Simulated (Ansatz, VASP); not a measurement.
**GaSb in VASP and in Ansatz**

Contents of POSCAR:

```
GaSb
1.0
    0.0000000000      3.0658788003      3.0658788003
    3.0658788003      0.0000000000      3.0658788003
    3.0658788003      3.0658788003      0.0000000000
Ga Sb
1 1
Direct
    0.0000000000      0.0000000000      0.0000000000
    0.2500000000      0.2500000000      0.2500000000
```

INCAR.step1

```
SYSTEM = GaSb
ALGO     = Normal         ! electronic algorithm
EDIFF    = 1E-5           ! SCF threshold, eV
ENCUT    = 520            ! plane-wave cutoff, eV
GGA      = PE             ! functional
ISIF     = 2              ! what is computed and relaxed
ISMEAR   = -1             ! smearing method
LASPH    = .TRUE.         ! aspherical terms in the spheres
LCHARG   = .FALSE.        ! write CHGCAR
LREAL    = .FALSE.        ! projectors in reciprocal space
LWAVE    = .TRUE.         ! write WAVECAR
NBANDS   = 16             ! bands
NELM     = 60             ! most SCF steps
PREC     = Accurate       ! precision mode
SIGMA    = 0.02           ! smearing width, eV
```

The input INCAR.step2:

```
SYSTEM = GaSb
ALGO     = Normal         ! electronic algorithm
EDIFF    = 1E-6           ! SCF threshold, eV
ENCUT    = 520            ! plane-wave cutoff, eV
GGA      = PE             ! functional
HFSCREEN = 0.2079         ! screening, 1/A
ISIF     = 2              ! what is computed and relaxed
ISMEAR   = -1             ! smearing method
ISTART   = 1            
LASPH    = .TRUE.         ! aspherical terms in the spheres
LCHARG   = .FALSE.        ! write CHGCAR
LHFCALC  = .TRUE.         ! exact exchange
LREAL    = .FALSE.        ! projectors in reciprocal space
LWAVE    = .FALSE.        ! write WAVECAR
NBANDS   = 16             ! bands
NELM     = 60             ! most SCF steps
PREC     = Accurate       ! precision mode
PRECFOCK = Normal       
SIGMA    = 0.02           ! smearing width, eV
```

Contents of KPOINTS:

```
k-points
0
G
  4 4 4
  0 0 0
```

Input for Ansatz:

```yaml
crystal:
  lattice:
    - [0.0, 3.0658788003, 3.0658788003]
    - [3.0658788003, 0.0, 3.0658788003]
    - [3.0658788003, 3.0658788003, 0.0]
  atoms:
    - { symbol: Ga, position: [0.0, 0.0, 0.0] }
    - { symbol: Sb, position: [0.25, 0.25, 0.25] }
kpoints:
  mp_grid: { grid: [4, 4, 4] }
hamiltonian:
  xc: hse06
scf:
  occupations: { method: fermi_dirac, width: 0.02 }
  n_extra_bands: 4
output:
  forces: true
  stress: true
  eigenvalues: true
```

Alike in both runs: task single point; functional HSE06; k mesh 4 × 4 × 4; occupations fermi-dirac, width 0.02 eV; no spin polarisation.

|  | VASP | Ansatz |
| --- | --- | --- |
| version | VASP 6.6.1 | Ansatz 0.2.0 |
| potentials or method | VASP PAW PBE potentials, release 64 (Ga_d, Sb) | plane waves, PAW |
| plane-wave cutoff (eV) | 520 | 420 |
| valence electrons in the cell | 18 | 28 |

|  | VASP | Ansatz | Ansatz less VASP |
| --- | --- | --- | --- |
| gap on the k mesh at the Fermi level (eV) | 0.85 | 0.83 | -0.018 |
| pressure (GPa) | -0.1 | 0.4 | +0.50 |

VASP's potentials hold 18 valence electrons a cell and Ansatz's 28, so a difference there can come from the potentials and not from the codes. Ansatz's warnings: stress exchange threshold loose, stress scf threshold loose.

The k mesh is coarse, so the values compare programs but aren't converged. Spin-orbit coupling is off throughout.
